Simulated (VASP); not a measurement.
Here is a VASP 6.6.1 calculation.

File INCAR:

```
SYSTEM = InSe
  ALGO = Normal
  EDIFF = 1E-6
  ENCUT = 520
  GGA = PE
  ISIF = 2
  ISMEAR = -1
  LASPH = .True.
  LCHARG = .False.
  LREAL = .False.
  LWAVE = .False.
  NBANDS = 27
  NELM = 60
  PREC = Accurate
  SIGMA = 0.03
```

The input KPOINTS:

```
k-points
0
Gamma
  5 5 5
  0 0 0
```

Contents of POSCAR:

```
InSe
1.0
    2.0000000000      1.1547005384      8.4400000000
   -2.0000000000      1.1547005384      8.4400000000
    0.0000000000     -2.3094010768      8.4400000000
In Se
2 2
Direct
    0.8886000000      0.8886000000      0.8886000000
    0.0000000000      0.0000000000      0.0000000000
    0.1719000000      0.1719000000      0.1719000000
    0.3835000000      0.3835000000      0.3835000000
```

Potentials or basis: VASP PAW PBE potentials, release 64 (In_d, Se).

The run is started by

```sh
$ cat potpaw_PBE.64/In_d/POTCAR potpaw_PBE.64/Se/POTCAR > POTCAR
$ mpirun -np 1 vasp_std > vasp.out
```

(1) Estimate the largest force.

(2) What does it give for the band gap on the k mesh?

Results:

(1) 0.372 eV/Å.

(2) 0.96 eV.

Caveat: spin-orbit coupling is left out, which moves the levels of the heavy elements; an odd mesh through Γ misses points on the zone boundary, where band edges can lie.
